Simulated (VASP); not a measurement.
Set up this calculation in VASP 6.6.1, as the native input.

| Property | Result |
| --- | --- |
| Task | single point |
| Functional | r2SCAN |
| Potentials or basis | VASP PAW PBE potentials, release 64 (Cs_sv, Pb_d, Cl) |
| Cutoff | 520 eV |
| k mesh | 4 × 4 × 4 |
| Occupations | gaussian, width 0.01 eV |
| Spin | no spin polarisation |
| Dipole correction | no |
| Further INCAR settings | ALGO = Normal; EDIFF = 1e-06; NBANDS = 30 |

CsPbCl3:

```
CELL_PARAMETERS angstrom
4.15943 2.40145 3.39596
-4.15943 2.40145 3.39596
0.00000 -4.80290 3.39596
ATOMIC_POSITIONS crystal
Cs 0.50000 0.50000 0.50000
Pb 0.00000 0.00000 0.00000
Cl 0.50000 0.00005 0.99995
Cl 0.00005 0.99995 0.50000
Cl 0.99995 0.50000 0.00005
```

This cell differs from its parent crystal: strain +3.6%.

These files were run (other wordings do the same):

POSCAR

```
CsPbCl3
1.0
    4.1594336706      2.4014501494      3.3959571204
   -4.1594336706      2.4014501494      3.3959571204
    0.0000000000     -4.8029002988      3.3959571203
Cs Pb Cl
1 1 3
Direct
    0.5000000000      0.5000000000      0.5000000000
    0.0000000000      0.0000000000      0.0000000000
    0.5000000000      0.0000513870      0.9999486130
    0.0000513870      0.9999486130      0.5000000000
    0.9999486130      0.5000000000      0.0000513870
```

INCAR.step1

```
SYSTEM = CsPbCl3
PREC = Accurate
ENCUT = 520
ISMEAR = 0
SIGMA = 0.01
LREAL = .False.
LASPH = .True.
NELM = 60
NBANDS = 30
GGA = PE
ALGO = Normal
EDIFF = 1E-4
LWAVE = .True.
LCHARG = .False.
```

INCAR.step2

```
SYSTEM = CsPbCl3
PREC = Accurate
ENCUT = 520
EDIFF = 1E-6
ISMEAR = 0
SIGMA = 0.01
LREAL = .False.
LASPH = .True.
NELM = 60
ALGO = Normal
ISIF = 2
LWAVE = .False.
LCHARG = .False.
METAGGA = R2SCAN
LMIXTAU = .True.
NBANDS = 30
ISTART = 1
```

KPOINTS

```
regular mesh
0
Gamma
  4 4 4
  0 0 0
```

Potentials or basis: VASP PAW PBE potentials, release 64 (Cs_sv, Pb_d, Cl).

Run with:

```bash
$ cat potpaw_PBE.64/Cs_sv/POTCAR potpaw_PBE.64/Pb_d/POTCAR potpaw_PBE.64/Cl/POTCAR > POTCAR
$ cp INCAR.step1 INCAR
$ mpirun -np 1 vasp_std > vasp.out
$ cp INCAR.step2 INCAR
$ mpirun -np 1 vasp_std > vasp.out
```

It gave:

```
Pressure               : -2.1 GPa
Band gap on the k mesh : 2.85 eV
```

Caveat: the cell differs from its parent crystal (strain +3.6%); the PAW data sets were made with another functional, which shifts forces and pressure a little; spin-orbit coupling is left out, which moves the levels of the heavy elements.

It took 2.1 min on 1 thread of Intel(R) Xeon(R) 6975P-C (Granite Rapids), with other jobs on the host, peak memory 0.4 GiB.
